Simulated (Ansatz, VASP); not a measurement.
This is a calculation of Na for VASP 6.6.1.

INCAR

```
PREC = Accurate
ENCUT = 520
EDIFF = 1E-6
ISMEAR = 0
SIGMA = 0.01
LREAL = F
LASPH = T
NELM = 80
ALGO = Fast
ISIF = 2
LWAVE = F
LCHARG = F
NBANDS = 10
```

Contents of KPOINTS:

```
Automatic mesh
0
Gamma
  9 9 9
```

Contents of POSCAR:

```
Na
1.0
   -2.1026026445      2.1240152842      2.0759290811
    2.1809305264     -2.0754683927      2.1057100717
    2.1078487708      2.0807155055     -2.0273821897
Na
1
Direct
    0.0000000000      0.0000000000      0.0000000000
```

Potentials or basis: VASP PAW LDA potentials, release 64 (Na_pv).

Run with:

```bash
$ cat potpaw_LDA.64/Na_pv/POTCAR > POTCAR
$ mpirun -np 1 vasp_std > vasp.out
```

Question: Translate it to Ansatz 0.2.0. Potentials there: all-electron LAPW, scalar-relativistic.

Answer: As run (the cutoff follows the program's own potentials):

The input input.yaml:

```yaml
crystal:
  lattice:
    - [-2.1026026445, 2.1240152842, 2.0759290811]
    - [2.1809305264, -2.0754683927, 2.1057100717]
    - [2.1078487708, 2.0807155055, -2.0273821897]
  atoms:
    - { symbol: Na, position: [0.0, 0.0, 0.0] }
kpoints:
  mp_grid: { grid: [9, 9, 9] }
scf:
  occupations: { method: gaussian, width: 0.01 }
hamiltonian:
  xc: lda
  pseudopotentials: { kind: all_electron, lapw: { basis_error: 0.001 } }
output:
  forces: true
  stress: true
  eigenvalues: true
```

Potentials or basis: all-electron LAPW, scalar-relativistic.

The run is started by

```console
$ ansatz run input.yaml --threads 1 --pin off --max-ram 3072MiB --backend cpu --events-out ev --progress --plain --runs-dir out
```

Both were run:

|  | VASP | Ansatz | Ansatz less VASP |
| --- | --- | --- | --- |
| gap on the k mesh at the Fermi level (eV) | none | none | - |
| pressure (GPa) | -1.1 | -0.9 | +0.16 |
| traceless stress, the component that is largest in VASP (GPa) | -0.22 | -0.22 | +0.001 |

LDA's correlation is that of Perdew and Zunger in VASP and of Perdew and Wang (1992) in Ansatz. A gap of «none» marks a metal or a gap that the smearing closes. Ansatz ran all-electron here, and VASP with PAW potentials.
